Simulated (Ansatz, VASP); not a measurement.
One calculation of HfBF, two programs

File INCAR:

```
SYSTEM = HfBF
  PREC = Accurate
  ENCUT = 600
  EDIFF = 1E-7
  ISMEAR = 0
  SIGMA = 0.1
  LREAL = .FALSE.
  LASPH = .TRUE.
  NELM = 60
  ALGO = Normal
  ISIF = 3
  LWAVE = .FALSE.
  LCHARG = .FALSE.
  GGA = PE
  IBRION = 2
  NSW = 90
  EDIFFG = -0.04
```

KPOINTS

```
Automatic mesh
0
G
  6 6 4
  0 0 0
```

The input POSCAR:

```
HfBF
1.0
    3.3547185900      0.0000000000      0.0000000000
    0.0000000000      3.3547185900      0.0000000000
    0.0000000000      0.0000000000      6.4141341700
Hf B F
2 2 2
Direct
    0.0000000000      0.0000000000      0.7500000000
    0.0000000000      0.0000000000      0.2500000000
    0.5000000000      0.0000000000      0.5000000000
    0.0000000000      0.5000000000      0.0000000000
    0.5000000000      0.5000000000      0.0000000000
    0.5000000000      0.5000000000      0.5000000000
```

Input for Ansatz:

```yaml
crystal:
  lattice:
    - [3.35471859, 0.0, 0.0]
    - [0.0, 3.35471859, 0.0]
    - [0.0, 0.0, 6.41413417]
  atoms:
    - { symbol: Hf, position: [0.0, 0.0, 0.75] }
    - { symbol: Hf, position: [0.0, 0.0, 0.25] }
    - { symbol: B, position: [0.5, 0.0, 0.5] }
    - { symbol: B, position: [0.0, 0.5, 0.0] }
    - { symbol: F, position: [0.5, 0.5, 0.0] }
    - { symbol: F, position: [0.5, 0.5, 0.5] }
basis:
  ecutwfc: 420
kpoints:
  mp_grid: { grid: [6, 6, 4] }
hamiltonian:
  xc: pbe
scf:
  occupations: { method: gaussian, width: 0.1 }
  lower_state_search: "off"
output:
  forces: true
  stress: true
  eigenvalues: true
relax:
  adjacent_minimum: "off"
  f_tol: 0.04
  max_steps: 70
  cell: { stress_tol: 0.4 }
```

Change from the starting cell: species swapped into the TbCoC type (P4_2/mmc, No. 131).

Alike in both runs: task relaxation of cell and atoms; functional PBE; k mesh 6 × 6 × 4; occupations gaussian, width 0.1 eV; no spin polarisation.

|  | VASP | Ansatz |
| --- | --- | --- |
| version | VASP 6.6.1 | Ansatz 0.2.0 |
| potentials or method | VASP PAW PBE potentials, release 64 (Hf_pv, B, F), cutoff 600 eV | scalar-relativistic, plane waves, PAW |
| valence electrons in the cell | 40 | 72 |

Ansatz gave:

```
gap on the k mesh at the Fermi level, each at its own relaxed structure (eV) : none
relaxed volume (Å³/atom)                                                     : 14.62
relaxed length of the cell vector where the two differ most in proportion (Å)              : 6.136
```

Problem. Which values does VASP return?

Solution. gap on the k mesh at the Fermi level, each at its own relaxed structure (eV): none; relaxed volume (Å³/atom): 14.54; relaxed length of the cell vector where the two differ most in proportion (Å): 6.125.

A gap of «none» marks a metal or a gap that the smearing closes. VASP's potentials hold 40 valence electrons a cell and Ansatz's 72, so a difference there can come from the potentials and not from the codes.

Neither program's run includes spin-orbit coupling. Noted on VASP's run: the volume moved by over 15 % at a fixed basis, so the end points are rough.
